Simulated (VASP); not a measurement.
# InSe (R3m) in VASP: further runs

The runs below take InSe through single point, electric field gradients, with PBE.

Everything below comes from runs of VASP 6.6.1. Logs are shortened: lines on timing, memory, paths and dates and some standing lists are left out, and cuts for length are marked.

### Step 1. The cell of the first run

It takes space group R3m (No. 160, trigonal). The conventional cell has a = 4.000 Å, b = 4.000 Å, c = 24.950 Å, α = 90.00°, β = 90.00°, γ = 120.00°. Within 3.5 Å of In (site symmetry 3m) lie 3 Se at 2.64 Å and 1 In at 2.80 Å. Within 3.5 Å of In (site symmetry 3m) lie 3 Se at 2.64 Å and 1 In at 2.80 Å. Within 3.5 Å of Se (site symmetry 3m) lie 3 In at 2.64 Å. Within 3.5 Å of Se (site symmetry 3m) lie 3 In at 2.64 Å.

### Step 2. Single point, PBE

File POSCAR:

```
InSe
1.0
    1.9999996503      1.1547003365      8.3166700000
   -1.9999996503      1.1547003365      8.3166700000
    0.0000000000     -2.3094006730      8.3166700000
In Se
2 2
Direct
    0.0000000000      0.0000000000      0.0000000000
    0.1122000000      0.1122000000      0.1122000000
    0.6155000000      0.6155000000      0.6155000000
    0.8300000000      0.8300000000      0.8300000000
```

File INCAR.step1:

```
PREC = Accurate ; ENCUT = 520
EDIFF = 1E-6 ; ISMEAR = -1
SIGMA = 0.01 ; LREAL = F
LASPH = T ; NELM = 80
ALGO = Normal ; ISIF = 2
LWAVE = F ; LCHARG = T
GGA = PE ; NBANDS = 27
```

File KPOINTS.step1:

```
Automatic mesh
0
Gamma
  7 7 7
```

File INCAR.step2:

```
PREC = Accurate ; ENCUT = 520
EDIFF = 1E-6 ; ISMEAR = -5
SIGMA = 0.01 ; LREAL = F
LASPH = T ; NELM = 80
ALGO = Normal ; ISIF = 2
LWAVE = F ; LCHARG = F
GGA = PE ; LORBIT = 10
NEDOS = 2001 ; ICHARG = 11
```

File KPOINTS.step2:

```
Automatic mesh
0
Gamma
  11 11 11
```

Potentials or basis: VASP PAW PBE potentials, release 64 (In_d, Se).

Run with:

```
$ cat potpaw_PBE.64/In_d/POTCAR potpaw_PBE.64/Se/POTCAR > POTCAR
$ cp INCAR.step1 INCAR
$ cp KPOINTS.step1 KPOINTS
$ mpirun -np 1 vasp_std > vasp.out
$ cp INCAR.step2 INCAR
$ cp KPOINTS.step2 KPOINTS
$ mpirun -np 1 vasp_std > vasp.out
```

OUTCAR:

```text
PREC = Accurate
   ENCUT = 520
   EDIFF = 1E-6
   ISMEAR = -5
   LREAL = F
   LASPH = T
   NELM = 80
   ISIF = 2
   GGA = PE
   LORBIT = 10
   ICHARG = 11

 ion  position               nearest neighbor table
   1  0.000  0.000  0.000-   3 2.64   3 2.64   3 2.64   2 2.80
   2  0.112  0.112  0.112-   4 2.64   4 2.64   4 2.64   1 2.80
   3  0.615  0.615  0.615-   1 2.64   1 2.64   1 2.64
   4  0.830  0.830  0.830-   2 2.64   2 2.64   2 2.64

  LATTYP: Found a trigonal (rhomboedric) cell.
 ALAT       =     8.6313574458
 COS(alpha) =     0.8926179648

  Lattice vectors:

 A1 = (   1.9999996503,   1.1547003365,   8.3166700000)
 A2 = (  -1.9999996503,   1.1547003365,   8.3166700000)
 A3 = (   0.0000000000,  -2.3094006730,   8.3166700000)

Analysis of symmetry for initial positions (statically):
=====================================================================
 Subroutine PRICEL returns:
 Original cell was already a primitive cell.

 Routine SETGRP: Setting up the symmetry group for a
 trigonal (rhombohedral) supercell.

 Subroutine GETGRP returns: Found  6 space group operations
 (whereof  6 operations were pure point group operations)
 out of a pool of 12 trial point group operations.

The static configuration has the point symmetry C_3v.

Analysis of symmetry for dynamics (positions and initial velocities):
=====================================================================
 Subroutine PRICEL returns:
 Original cell was already a primitive cell.

 Routine SETGRP: Setting up the symmetry group for a
 trigonal (rhombohedral) supercell.

 Subroutine GETGRP returns: Found  6 space group operations
 (whereof  6 operations were pure point group operations)
 out of a pool of 12 trial point group operations.

The dynamic configuration has the point symmetry C_3v.

 Subroutine INISYM returns: Found  6 space group operations
 (whereof  6 operations are pure point group operations),
 and found     1 'primitive' translations

----------------------------------------------------------------------------------------

                                     Primitive cell

  volume of cell :     115.2391

  direct lattice vectors                    reciprocal lattice vectors
     1.999999650  1.154700336  8.316670000     0.250000044  0.144337593  0.040080144
    -1.999999650  1.154700336  8.316670000    -0.250000044  0.144337593  0.040080144
     0.000000000 -2.309400673  8.316670000     0.000000000 -0.288675185  0.040080144

  length of vectors
     8.631357446  8.631357446  8.631357446     0.291444301  0.291444301  0.291444301

  position of ions in fractional coordinates (direct lattice)
     0.000000000  0.000000000  0.000000000
     0.112200000  0.112200000  0.112200000
     0.615500000  0.615500000  0.615500000
     0.830000000  0.830000000  0.830000000

  ion indices of the primitive-cell ions
   primitive index   ion index
                 1           1
                 2           2
                 3           3
                 4           4

----------------------------------------------------------------------------------------

 KPOINTS: Automatic mesh

Automatic generation of k-mesh.
 Grid dimensions read from file:
 generate k-points for:   11   11   11

 Generating k-lattice:

  Cartesian coordinates                     Fractional coordinates (reciprocal lattice)
     0.022727277  0.013121599  0.003643649     0.090909091 -0.000000000 -0.000000000
    -0.022727277  0.013121599  0.003643649    -0.000000000  0.090909091 -0.000000000
     0.000000000 -0.026243199  0.003643649    -0.000000000 -0.000000000  0.090909091

  Length of vectors
     0.026494936  0.026494936  0.026494936

  Shift w.r.t. Gamma in fractional coordinates (k-lattice)
     0.000000000  0.000000000  0.000000000

 TETIRR: Found    671 inequivalent tetrahedra from     7986

 Subroutine IBZKPT returns following result:
 ===========================================

 Found    146 irreducible k-points:

 Following reciprocal coordinates:
            Coordinates               Weight
  0.000000  0.000000  0.000000      1.000000
  0.090909  0.000000  0.000000      6.000000
  0.181818  0.000000 -0.000000      6.000000
  0.272727 -0.000000 -0.000000      6.000000
  0.363636  0.000000  0.000000      6.000000
  0.454545  0.000000  0.000000      6.000000
[... 16 lines left out ...]
 -0.272727  0.181818  0.000000     12.000000
 -0.181818  0.181818  0.000000      6.000000
 [... further k-points ...]
   k-points           NKPTS =    146   k-points in BZ     NKDIM =    146   number of bands    NBANDS=     23
   number of dos      NEDOS =   2001   number of ions     NIONS =      4
   total plane-waves  NPLWV = 262144
   dimension x,y,z NGX =    64 NGY =   64 NGZ =   64
   dimension x,y,z NGXF=   128 NGYF=  128 NGZF=  128
   ions per type =               2   2
   NGX,Y,Z   is equivalent  to a cutoff of  12.33, 12.33, 12.33 a.u.
   NGXF,Y,Z  is equivalent  to a cutoff of  24.65, 24.65, 24.65 a.u.
 SYSTEM =  unknown system
   PREC   = accura    normal or accurate (medium, high low for compatibility)
   ISTART =      0    job   : 0-new  1-cont  2-samecut
   ICHARG =     11    charge: 1-file 2-atom 10-const
   ISPIN  =      1    spin polarized calculation?
   LNONCOLLINEAR =      F non collinear calculations
   LSORBIT =      F    spin-orbit coupling
   LASPH  =      T    aspherical Exc in radial PAW
   ENCUT  =  520.0 eV  38.22 Ry    6.18 a.u.  16.05 16.05 16.05*2*pi/ulx,y,z
   NELM   =     80;   NELMIN=  2; NELMDL=  0     # of ELM steps
   EDIFF  = 0.1E-05   stopping-criterion for ELM
   LREAL  =      F    real-space projection
   EDIFFG = 0.1E-04   stopping-criterion for IOM
   NSW    =      0    number of steps for IOM
   IBRION =     -1    ionic relax: 0-MD 1-quasi-New 2-CG
   NFREE  =      0    steps in history (QN), initial steepest desc. (CG)
   ISIF   =      2    stress and relaxation
   ISYM   =      2    0-nonsym 1-usesym 2-fastsym
   POTIM  = 0.5000    time-step for ionic-motion
   TEBEG  =    0.0;   TEEND  =   0.0 temperature during run
   PSTRESS=    0.0 pullay stress
   NELECT =      38.0000    total number of electrons
   NUPDOWN=      -1.0000    fix difference up-down
   EMIN   =  10.00;   EMAX   =-10.00  energy-range for DOS
   EFERMI =   0.00;   METHOD = LEGACY
   ISMEAR =    -5;   SIGMA  =   0.01  broadening in eV -4-tet -1-fermi 0-gaus
   EFERMI_NEDOS =   21; number of points for ismear=-14 and -15
   IALGO  =     38    algorithm
   IMIX   =      4    mixing-type and parameters
     AMIX     =   0.40;   BMIX     =  1.00
     AMIX_MAG =   1.60;   BMIX_MAG =  1.00
  volume/ion in A,a.u.               =      28.81       194.42
  Fermi-wavevector in a.u.,A,eV,Ry     =   1.131018  2.137313 17.404585  1.279201
  Thomas-Fermi vector in A             =   2.267716
   LORBIT       =     10    0 simple, 1 ext, 2 COOP (PROOUT), +10 PAW based schemes
   GGA     = PE    functional components
   LHFCALC =     F    Hartree Fock is set to
   AEXX    =    0.0000 exact exchange contribution
   IVDW    =     0    specifies the selected vdW correction
   LEPSILON=     F    determine dielectric tensor
   LRPA    =     F    only Hartree local field effects (RPA)
 non-spin polarized calculation
 Fermi weights with tetrahedron method with Bloechl corrections
  energy-cutoff  :      520.00
  volume of cell :      115.24
 maximum number of plane-waves:      3139

 number of electron      37.9999996 magnetization

 Free energy of the ion-electron system (eV)
  ---------------------------------------------------
  ext. energy  EPLUGINS =         0.00000000
  ---------------------------------------------------
  free energy    TOTEN  =       -14.12369876 eV

  energy without entropy =      -14.12369876  energy(sigma->0) =      -14.12369876

 E-fermi :   4.2393     XC(G=0):  -8.9866

 val. band max:        4.2287605860   @ k =  -0.4545   0.4545   0.4545
 cond. band min:       4.7543558281   @ k =   0.4545   0.4545   0.4545
 fundamental gap:      0.5255952421
 Fermi energy:         4.2393464829

 k-point     1 :       0.0000    0.0000    0.0000
  band No.  band energies     occupation
      1     -10.5594      2.00000
      2     -10.3794      2.00000
      3     -10.3794      2.00000
      4     -10.3001      2.00000
      5     -10.3001      2.00000
      6     -10.2823      2.00000
[... 15 lines left out ...]
     22       8.6229      0.00000
     23       8.6229      0.00000

 k-point     2 :       0.0909    0.0000    0.0000
  band No.  band energies     occupation
      1     -10.5605      2.00000
      2     -10.4137      2.00000
      3     -10.3775      2.00000
      4     -10.3366      2.00000
      5     -10.2939      2.00000
      6     -10.2845      2.00000
[... 15 lines left out ...]
     22       8.1527      0.00000
     23       8.7069      0.00000

 k-point     3 :       0.1818    0.0000   -0.0000
  band No.  band energies     occupation
      1     -10.5753      2.00000
      2     -10.4743      2.00000
      3     -10.4176      2.00000
      4     -10.3742      2.00000
      5     -10.2907      2.00000
      6     -10.2776      2.00000
[... 15 lines left out ...]
     22       8.0691      0.00000
     23       8.6906      0.00000
[... 495 lines left out ...]
 k-point    23 :      -0.2727    0.1818    0.0000
  band No.  band energies     occupation
      1     -10.6876      2.00000
      2     -10.5802      2.00000
      3     -10.4964      2.00000
      4     -10.3841      2.00000
      5     -10.2953      2.00000
      6     -10.2415      2.00000
[... 15 lines left out ...]
     22       7.5291      0.00000
     23       8.5652      0.00000

 k-point    24 :      -0.1818    0.1818    0.0000
  band No.  band energies     occupation
      1     -10.6485      2.00000
      2     -10.5317      2.00000
      3     -10.4992      2.00000
      4     -10.3787      2.00000
      5     -10.2947      2.00000
      6     -10.2530      2.00000
[... 15 lines left out ...]
     22       7.6973      0.00000
     23       8.7669      0.00000

 [... further k-points ...]
[... 5 lines left out ...]
  --------------------------------------------------------------------------------------
  -------------------------------------------------------------------------------------
  Total        2.2857839      2.2857839      1.7878670      0.0000000     -0.0000000      0.0000000
  in kB       31.7794091     31.7794091     24.8568369      0.0000000     -0.0000000      0.0000000
  external PRESSURE =      29.4718850 kB  Pullay stress =       0.0000000 kB

 VOLUME and BASIS-vectors are now :
 -----------------------------------------------------------------------------
  energy-cutoff  :      520.00
  volume of cell :      115.24
      direct lattice vectors                 reciprocal lattice vectors
     1.999999650  1.154700336  8.316670000     0.250000044  0.144337593  0.040080144
    -1.999999650  1.154700336  8.316670000    -0.250000044  0.144337593  0.040080144
     0.000000000 -2.309400673  8.316670000     0.000000000 -0.288675185  0.040080144

 POSITION                                       TOTAL-FORCE (eV/Angst)
 -----------------------------------------------------------------------------------
      0.00000      0.00000      0.00000         0.000000      0.000000      0.233691
      0.00000      0.00000      2.79939         0.000000     -0.000000     -0.229701
      0.00000      0.00000     15.35673         0.000000     -0.000000     -0.182483
      0.00000      0.00000     20.70851         0.000000     -0.000000      0.178492
 -----------------------------------------------------------------------------------
    total drift:                               -0.000000     -0.000000     -0.000332

  FREE ENERGIE OF THE ION-ELECTRON SYSTEM (eV)
  ---------------------------------------------------
  free  energy   TOTEN  =       -14.1236987626 eV

  energy  without entropy=      -14.1236987626  energy(sigma->0) =      -14.12369876

 total charge

# of ion       s       p       d       tot
------------------------------------------
    1        0.859   0.672   9.885  11.416
    2        0.859   0.673   9.885  11.418
    3        1.474   2.342   0.024   3.839
    4        1.473   2.342   0.024   3.840
--------------------------------------------------
tot          4.666   6.029  19.818  30.513
```

Run time: 27 min. Hardware: 1 thread of Intel Xeon Platinum 8259CL at 2.50GHz (Skylake/Cascade Lake), shared host; peak memory 0.77 GiB.

Results:

* Valence electrons inside the program's atomic spheres: In 11.42; Se 3.84

Caveat: spin-orbit coupling is left out, which moves the levels of the heavy elements.

### Step 3. Electric field gradients, PBE (29.39 Å³/atom)

This run uses another cell than the first one, of 29.39 Å³/atom.

File INCAR:

```
SYSTEM = InSe
ALGO = Normal
EDIFF = 1E-8
ENCUT = 520
GGA = PE
ISIF = 2
ISMEAR = -1
LASPH = .TRUE.
LCHARG = .FALSE.
LEFG = .TRUE.
LREAL = .FALSE.
LWAVE = .FALSE.
NBANDS = 27
NELM = 100
PREC = Accurate
SIGMA = 0.01
```

File KPOINTS:

```
k-points
0
G
  7 7 7
  0 0 0
```

File POSCAR:

```
InSe
1.0
    2.0132450671      1.1623475815      8.3717488899
   -2.0132450671      1.1623475815      8.3717488899
    0.0000000000     -2.3246951629      8.3717488899
In Se
2 2
Direct
    0.0000000000      0.0000000000      0.0000000000
    0.1122000000      0.1122000000      0.1122000000
    0.6155000000      0.6155000000      0.6155000000
    0.8300000000      0.8300000000      0.8300000000
```

Potentials or basis: VASP PAW PBE potentials, release 64 (In_d, Se).

Run with:

```
$ cat potpaw_PBE.64/In_d/POTCAR potpaw_PBE.64/Se/POTCAR > POTCAR
$ mpirun -np 1 vasp_std > vasp.out
```

OUTCAR:

```text
SYSTEM = InSe
   EDIFF = 1E-8
   ENCUT = 520
   GGA = PE
   ISIF = 2
   ISMEAR = -1
   LASPH = .TRUE.
   LREAL = .FALSE.
   NELM = 100
   PREC = Accurate

 ion  position               nearest neighbor table
   1  0.000  0.000  0.000-   3 2.66   3 2.66   3 2.66   2 2.82
   2  0.112  0.112  0.112-   4 2.66   4 2.66   4 2.66   1 2.82
   3  0.615  0.615  0.615-   1 2.66   1 2.66   1 2.66
   4  0.830  0.830  0.830-   2 2.66   2 2.66   2 2.66

  LATTYP: Found a trigonal (rhomboedric) cell.
 ALAT       =     8.6885204193
 COS(alpha) =     0.8926179648

  Lattice vectors:

 A1 = (   2.0132450671,   1.1623475815,   8.3717488899)
 A2 = (  -2.0132450671,   1.1623475815,   8.3717488899)
[... 946 lines left out ...]
---------------------------------------------------------------------
   1      50.963    50.963  -101.926    -0.000     0.000    -0.000
   2      51.121    51.121  -102.242     0.000     0.000    -0.000
   3      28.804    28.804   -57.607     0.000     0.000    -0.000
   4      30.710    30.710   -61.420     0.000    -0.000    -0.000
---------------------------------------------------------------------

 Electric field gradients after diagonalization (V/A^2)
 (convention: |V_zz| > |V_xx| > |V_yy|)
----------------------------------------------------------------------
 ion       V_xx      V_yy      V_zz     asymmetry (V_yy - V_xx)/ V_zz
----------------------------------------------------------------------
   1      50.963    50.963  -101.926       0.000
   2      51.121    51.121  -102.242       0.000
   3      28.804    28.804   -57.607       0.000
   4      30.710    30.710   -61.420       0.000
----------------------------------------------------------------------

           NMR quadrupolar parameters

 Cq : quadrupolar parameter    Cq=e*Q*V_zz/h
 eta: asymmetry parameters     (V_yy - V_xx)/ V_zz
 Q  : nuclear electric quadrupole moment in mb (millibarn)
----------------------------------------------------------------------
 ion       Cq(MHz)       eta       Q (mb)
----------------------------------------------------------------------
   1      -0.246       0.000       1.000
   2      -0.247       0.000       1.000
   3      -0.139       0.000       1.000
   4      -0.149       0.000       1.000
----------------------------------------------------------------------
```

OSZICAR:

```text
N       E                     dE             d eps       ncg     rms          rms(c)
DAV:   1     0.337374906117E+03    0.33737E+03   -0.17179E+04  2376   0.155E+03
DAV:   2     0.258640503456E+02   -0.31151E+03   -0.30245E+03  2395   0.386E+02
DAV:   3    -0.127816175332E+02   -0.38646E+02   -0.37905E+02  2986   0.145E+02
DAV:   4    -0.145319804594E+02   -0.17504E+01   -0.17444E+01  2776   0.317E+01
DAV:   5    -0.146063784490E+02   -0.74398E-01   -0.74385E-01  3679   0.639E+00    0.644E+00
DAV:   6    -0.141684526476E+02    0.43793E+00   -0.87941E-01  3349   0.148E+01    0.398E+00
DAV:   7    -0.141561199005E+02    0.12333E-01   -0.34821E-01  3249   0.383E+00    0.126E+00
DAV:   8    -0.141555905629E+02    0.52934E-03   -0.28333E-02  3567   0.181E+00    0.535E-01
DAV:   9    -0.141567510757E+02   -0.11605E-02   -0.59001E-03  2974   0.627E-01    0.154E-01
DAV:  10    -0.141567919166E+02   -0.40841E-04   -0.38724E-04  3132   0.151E-01    0.756E-02
DAV:  11    -0.141569187761E+02   -0.12686E-03   -0.19003E-04  2889   0.104E-01    0.230E-02
DAV:  12    -0.141569169389E+02    0.18371E-05   -0.16284E-05  3617   0.389E-02    0.155E-02
DAV:  13    -0.141569208221E+02   -0.38832E-05   -0.72085E-06  2963   0.156E-02    0.778E-03
DAV:  14    -0.141569219125E+02   -0.10904E-05   -0.30396E-06  2692   0.164E-02    0.299E-03
DAV:  15    -0.141569220275E+02   -0.11494E-06   -0.23543E-07  2979   0.401E-03    0.745E-04
DAV:  16    -0.141569220026E+02    0.24872E-07   -0.67714E-08  2286   0.154E-03    0.718E-04
DAV:  17    -0.141569220115E+02   -0.89331E-08   -0.43849E-09  1667   0.611E-04
   1 F= -.14156922E+02 E0= -.14156922E+02  d E =-.293662E-13
```

stdout:

```text
POSCAR found type information on POSCAR InSe
 POSCAR found :  2 types and       4 ions
 scaLAPACK will be used
 LDA part: xc-table for (Slater+PW92), standard interpolation
 POSCAR, INCAR and KPOINTS ok, starting setup
 FFT: planning ... GRIDC
 FFT: planning ... GRID_SOFT
 FFT: planning ... GRID
 WAVECAR not read
 entering main loop
ion   1

ion   2

ion   3

ion   4
```

It took 17 min on 1 thread of Intel Xeon 8259CL, shared host; peak memory 0.71 GiB.

Results:

* Free energy: -14.1569 eV
* Pressure: 1.8 GPa
* Largest force: 0.154 eV/Å
* Band gap on the k mesh: 0.69 eV (least direct gap 0.70 eV)
* Largest electric field gradient by atom: In -101.9, -102.2; Se -57.6, -61.4 V/Å²

Forces in eV/Å, atoms in the order of the input:
```
In   0.000  0.000  0.154
In   0.000  0.000 -0.152
Se   0.000  0.000 -0.035
Se   0.000  0.000  0.032
```

Levels at points of the mesh, in eV from the valence-band top:
| k point | band 16 | band 17 | band 18 | band 19 | band 20 | band 21 | band 22 | band 23 |
| --- | --- | --- | --- | --- | --- | --- | --- | --- |
| (0.00, 0.00, 0.00) | -1.17 | -1.17 | -1.04 | -1.04 | 1.87 | 2.21 | 4.49 | 4.49 |

Electric field gradients, principal values (V/Å²):
| atom | least | middle | greatest (by size) |
| --- | --- | --- | --- |
| 1 In | 50.963 | 50.963 | -101.926 |
| 2 In | 51.121 | 51.121 | -102.242 |
| 3 Se | 28.804 | 28.804 | -57.607 |
| 4 Se | 30.710 | 30.710 | -61.420 |

Caveat: semilocal functionals underestimate gaps, and a narrow one can read as zero; without QUAD_EFG the Cq values of the log hold for a quadrupole moment of 1 mb, not for the nuclei; spin-orbit coupling is left out, which moves the levels of the heavy elements. A k mesh can miss the band edges.

(Continued in part 2 of 2.)
